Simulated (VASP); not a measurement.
# Si4N in VASP: further runs, part 2 of 2

VASP 6.6.1.

## Step 4: Single point, PBE+D3(BJ), collinear spin, ferromagnetic start

Contents of INCAR:

```
SYSTEM = Si4N
ALGO = Normal ; DIPOL = 0.5 0.5 0.327
EDIFF = 1E-6 ; ENCUT = 520
GGA = PE ; IDIPOL = 3
ISIF = 2 ; ISMEAR = 0
ISPIN = 2 ; IVDW = 12
LASPH = .TRUE. ; LCHARG = .FALSE.
LDIPOL = .TRUE. ; LORBIT = 11
LREAL = .FALSE. ; LWAVE = .FALSE.
MAGMOM = 0 0 0 0 3 ; NBANDS = 22
NELM = 150 ; PREC = Accurate
SIGMA = 0.05
```

Contents of KPOINTS:

```
k-points
0
G
  7 7 1
  0 0 0
```

Contents of POSCAR:

```
Si4N
1.0
    3.8333442755      0.0000000000      0.0000000000
    0.0000000000      3.8333442755      0.0000000000
    0.0000000000      0.0000000000     21.1034818114
Si N
4 1
Direct
    0.0000000000      0.5000000000      0.1895421825
    0.0000000000      0.0000000000      0.2537634269
    0.5000000000      0.0000000000      0.3207061922
    0.5000000000      0.5000000000      0.3839879070
    0.6250000000      0.6250000000      0.4882361074
```

Potentials or basis: VASP PAW PBE potentials, release 64 (Si, N).

Launch:

```bash
$ cat potpaw_PBE.64/Si/POTCAR potpaw_PBE.64/N/POTCAR > POTCAR
$ mpirun -np 1 vasp_std > vasp.out
```

OUTCAR:

```text
SYSTEM = Si4N
   EDIFF = 1E-6
   ENCUT = 520
   GGA = PE
   ISIF = 2
   ISMEAR = 0
   ISPIN = 2
   IVDW = 12
   LASPH = .TRUE.
   LORBIT = 11
   LREAL = .FALSE.
   NELM = 150
   PREC = Accurate
 IVDW          = 12

 ion  position               nearest neighbor table
   1  0.000  0.500  0.190-   2 2.35   2 2.35
   2  0.000  0.000  0.254-   1 2.35   1 2.35   3 2.38   3 2.38
   3  0.500  0.000  0.321-   4 2.34   4 2.34   2 2.38   2 2.38
   4  0.500  0.500  0.384-   5 2.30   3 2.34   3 2.34
   5  0.625  0.625  0.488-   4 2.30

  LATTYP: Found a simple tetragonal cell.
 ALAT       =     3.8333442755
 C/A-ratio  =     5.5052404101

  Lattice vectors:

 A1 = (   3.8333442755,   0.0000000000,   0.0000000000)
 A2 = (   0.0000000000,   3.8333442755,   0.0000000000)
 A3 = (   0.0000000000,   0.0000000000,  21.1034818114)

Analysis of symmetry for initial positions (statically):
=====================================================================
 Subroutine PRICEL returns:
 Original cell was already a primitive cell.

 Routine SETGRP: Setting up the symmetry group for a
 simple tetragonal supercell.

 Subroutine GETGRP returns: Found  1 space group operations
 (whereof  1 operations were pure point group operations)
 out of a pool of 16 trial point group operations.

The static configuration has the point symmetry C_1 .

Analysis of symmetry for dynamics (positions and initial velocities):
=====================================================================
 Subroutine PRICEL returns:
 Original cell was already a primitive cell.

 Routine SETGRP: Setting up the symmetry group for a
 simple tetragonal supercell.

 Subroutine GETGRP returns: Found  1 space group operations
 (whereof  1 operations were pure point group operations)
 out of a pool of 16 trial point group operations.

The dynamic configuration has the point symmetry C_1 .

Analysis of structural, dynamic, and magnetic symmetry:
=====================================================================
 Subroutine PRICEL returns:
 Original cell was already a primitive cell.

 Routine SETGRP: Setting up the symmetry group for a
 simple tetragonal supercell.

 Subroutine GETGRP returns: Found  1 space group operations
 (whereof  1 operations were pure point group operations)
 out of a pool of 16 trial point group operations.

The overall configuration has the point symmetry C_1 .

 Subroutine INISYM returns: Found  1 space group operations
 (whereof  1 operations are pure point group operations),
 and found     1 'primitive' translations

----------------------------------------------------------------------------------------

                                     Primitive cell

  volume of cell :     310.1057

  direct lattice vectors                    reciprocal lattice vectors
     3.833344276  0.000000000  0.000000000     0.260868821  0.000000000  0.000000000
     0.000000000  3.833344276  0.000000000     0.000000000  0.260868821  0.000000000
     0.000000000  0.000000000 21.103481811     0.000000000  0.000000000  0.047385546

  length of vectors
     3.833344276  3.833344276 21.103481811     0.260868821  0.260868821  0.047385546

  position of ions in fractional coordinates (direct lattice)
[... 92 lines left out ...]
   POTIM  = 0.5000    time-step for ionic-motion
   TEBEG  =    0.0;   TEEND  =   0.0 temperature during run
   PSTRESS=    0.0 pullay stress
   NELECT =      21.0000    total number of electrons
   NUPDOWN=      -1.0000    fix difference up-down
   EMIN   =  10.00;   EMAX   =-10.00  energy-range for DOS
   EFERMI =   0.00;   METHOD = LEGACY
   ISMEAR =     0;   SIGMA  =   0.05  broadening in eV -4-tet -1-fermi 0-gaus
   EFERMI_NEDOS =   21; number of points for ismear=-14 and -15
   IALGO  =     38    algorithm
   IMIX   =      4    mixing-type and parameters
     AMIX     =   0.40;   BMIX     =  1.00
     AMIX_MAG =   1.60;   BMIX_MAG =  1.00
  volume/ion in A,a.u.               =      62.02       418.54
  Fermi-wavevector in a.u.,A,eV,Ry     =   0.667285  1.260986  6.058256  0.445269
  Thomas-Fermi vector in A             =   1.741845
   LORBIT       =     11    0 simple, 1 ext, 2 COOP (PROOUT), +10 PAW based schemes
   GGA     = PE    functional components
   LHFCALC =     F    Hartree Fock is set to
   AEXX    =    0.0000 exact exchange contribution
   IVDW    =    12    specifies the selected vdW correction
   LEPSILON=     F    determine dielectric tensor
   LRPA    =     F    only Hartree local field effects (RPA)
 spin polarized calculation
 Gauss-broadening in eV      SIGMA  =   0.05
  energy-cutoff  :      520.00
  volume of cell :      310.11
 maximum number of plane-waves:      8388
 NGX is ok and might be reduce to    30
   NGX = 15   NGY = 15   NGZ = 79

 dipolmoment           0.000000      0.000000     -0.007321 electrons x Angstroem

 number of electron      20.9999999 magnetization       1.7755139

 dipolmoment           0.000000      0.000000      0.089845 electrons x Angstroem

 Free energy of the ion-electron system (eV)
  ---------------------------------------------------
  ext. energy  EPLUGINS =         0.00000000
  ---------------------------------------------------
  free energy    TOTEN  =       -22.60439097 eV

  energy without entropy =      -22.60319393  energy(sigma->0) =      -22.60379245

 E-fermi :  -2.5919     XC(G=0):  -3.7759

 val. band max:       -2.6631344653   @ k =  -0.4286   0.2857   0.0000
 cond. band min:      -2.5704931667   @ k =   0.2857   0.4286   0.0000
 fundamental gap:      0.0926412987
 Fermi energy:        -2.5919453185

 spin component 1

 k-point     1 :       0.0000    0.0000    0.0000
  band No.  band energies     occupation
      1     -16.3660      1.00000
      2     -13.6026      1.00000
      3     -11.4140      1.00000
      4      -8.1259      1.00000
      5      -5.3384      1.00000
      6      -4.8462      1.00000
[... 589 lines left out ...]
     21       5.3558      0.00000
     22       6.1273      0.00000

 [... further k-points ...]

 spin component 2

 k-point     1 :       0.0000    0.0000    0.0000
  band No.  band energies     occupation
      1     -13.8963      1.00000
      2     -13.3128      1.00000
      3     -11.3713      1.00000
      4      -8.0943      1.00000
      5      -4.8191      1.00000
      6      -4.7156      1.00000
[... 589 lines left out ...]
     21       5.4317      0.00000
     22       6.2487      0.00000

 [... further k-points ...]

------------------------ aborting loop because EDIFF is reached ----------------------------------------

 vacuum level on the upper side and lower side of the slab       (xc-potential included)         0.540        -0.539

 Edisp (eV)   -1.00890

 E8    (eV) :    -0.4269

  FORCE on cell =-STRESS in cart. coord.  units (eV):
  Direction    XX          YY          ZZ          XY          YZ          ZX
  --------------------------------------------------------------------------------------
  -------------------------------------------------------------------------------------
  Total      -4.75609    -0.63730    -6.84283    -0.31720    -1.55405    -1.19528
  in kB     -24.57261    -3.29265   -35.35385    -1.63885    -8.02909    -6.17546
  external pressure =      -21.07 kB  Pullay stress =        0.00 kB

 VOLUME and BASIS-vectors are now :
 -----------------------------------------------------------------------------
  energy-cutoff  :      520.00
  volume of cell :      310.11
      direct lattice vectors                 reciprocal lattice vectors
     3.833344276  0.000000000  0.000000000     0.260868821  0.000000000  0.000000000
     0.000000000  3.833344276  0.000000000     0.000000000  0.260868821  0.000000000
     0.000000000  0.000000000 21.103481811     0.000000000  0.000000000  0.047385546

 POSITION                                       TOTAL-FORCE (eV/Angst)
 -----------------------------------------------------------------------------------
      0.00000      1.91667      4.00000        -0.023903      0.029119     -0.077404
      0.00000      0.00000      5.35529         0.054535      0.060155      0.251546
      1.91667      0.00000      6.76802        -0.023045     -0.173523      0.297098
      1.91667      1.91667      8.10348         0.526199      0.766668      2.276352
      2.39584      2.39584     10.30348        -0.533785     -0.682418     -2.747592
 -----------------------------------------------------------------------------------
    total drift:                               -0.000046      0.000050      0.000164

  FREE ENERGIE OF THE ION-ELECTRON SYSTEM (eV)
  ---------------------------------------------------
  free  energy   TOTEN  =       -23.6132904457 eV

  energy  without entropy=      -23.6120933979  energy(sigma->0) =      -23.61269192

 vacuum level on the upper side and lower side of the slab         3.935         2.829

 total charge

# of ion       s       p       d       tot
------------------------------------------
    1        0.860   0.725   0.000   1.585
    2        0.771   0.898   0.000   1.669
    3        0.765   0.901   0.000   1.665
    4        0.804   0.751   0.000   1.555
    5        1.361   1.933   0.000   3.293
--------------------------------------------------
tot          4.561   5.208   0.000   9.768

 magnetization (x)

# of ion       s       p       d       tot
------------------------------------------
    1       -0.000  -0.000   0.000  -0.000
    2        0.001  -0.005   0.000  -0.004
    3        0.002   0.005   0.000   0.006
    4       -0.014  -0.083   0.000  -0.096
    5        0.027   1.292   0.000   1.319
--------------------------------------------------
tot          0.016   1.209   0.000   1.224
```

Wall time 5.8 min (1 thread of Intel Xeon 6975P-C (Granite Rapids), shared host); peak memory 0.63 GiB.

What came out:

| Property | Result |
| --- | --- |
| Free energy | -23.6133 eV |
| Largest force | 2.881 eV/Å |
| Net moment | 1.78 μB per cell |
| Site moments | Si -0.00, +0.01, -0.10; N +1.32 μB |
| Valence electrons inside the program's atomic spheres | Si 1.58, 1.67, 1.55; N 3.29 |
| Dispersion energy per atom | -0.202 eV |

Forces on the atoms (eV/Å):
```
Si  -0.024  0.029 -0.077
Si   0.055  0.060  0.252
Si  -0.023 -0.174  0.297
Si   0.526  0.767  2.276
N   -0.534 -0.682 -2.748
```

## Step 5: Single point, PBE+D3(BJ), collinear spin, ferromagnetic start

Contents of INCAR:

```
SYSTEM = Si4N
PREC = Accurate
ENCUT = 520
EDIFF = 1E-7
ISMEAR = 0
SIGMA = 0.05
LREAL = .False.
LASPH = .True.
NELM = 150
ALGO = Normal
ISIF = 2
LWAVE = .False.
LCHARG = .False.
ISPIN = 2
MAGMOM = 0 0 0 0 3
LORBIT = 11
LDIPOL = .True.
IDIPOL = 3
DIPOL = 0.5 0.5 0.327
GGA = PE
IVDW = 12
NBANDS = 22
```

Contents of KPOINTS:

```
regular mesh
0
Gamma
  7 7 1
  0 0 0
```

Changes to POSCAR since step 4:

```diff
@@ -12,2 +12,2 @@
     0.5000000000      0.5000000000      0.3839879070
-    0.6250000000      0.6250000000      0.4882361074
+    0.6250000000      0.8750000000      0.4882361074
```

Launch:

```bash
$ cat potpaw_PBE.64/Si/POTCAR potpaw_PBE.64/N/POTCAR > POTCAR
$ mpirun -np 1 vasp_std > vasp.out
```

Wall time 8.5 min (1 thread of Intel Xeon 6975P-C (Granite Rapids), shared host); peak memory 0.64 GiB.

Results (log left out):

- Free energy: -22.7492 eV
- Largest force: 1.425 eV/Å
- Net moment: 2.17 μB per cell
- Site moments: Si -0.00, -0.01, +0.00, -0.11; N +1.63 μB
- Valence electrons inside the program's atomic spheres: Si 1.59, 1.67, 1.66, 1.55; N 3.28
- Dispersion energy per atom: -0.205 eV

Forces on the atoms (eV/Å):
```
Si   0.009  0.040  0.001
Si   0.026  0.083  0.165
Si   0.018 -0.232  0.114
Si   0.179  0.800  0.944
N   -0.231 -0.691 -1.225
```

Levels at points of the mesh, in eV from the Fermi level:
Spin up:
```tsv
k point	band 7	band 8	band 9	band 10	band 11	band 12	band 13	band 14	band 15	band 16
(0.00, 0.00, 0.00)	-2.20	-1.98	-1.78	-1.07	-0.59	0.82	1.29	1.75	1.90	3.12
```
Spin down:
| k point | band 5 | band 6 | band 7 | band 8 | band 9 | band 10 | band 11 | band 12 | band 13 | band 14 |
| --- | --- | --- | --- | --- | --- | --- | --- | --- | --- | --- |
| (0.00, 0.00, 0.00) | -2.13 | -1.89 | -1.82 | -0.75 | -0.02 | 1.04 | 1.23 | 1.53 | 1.72 | 1.84 |
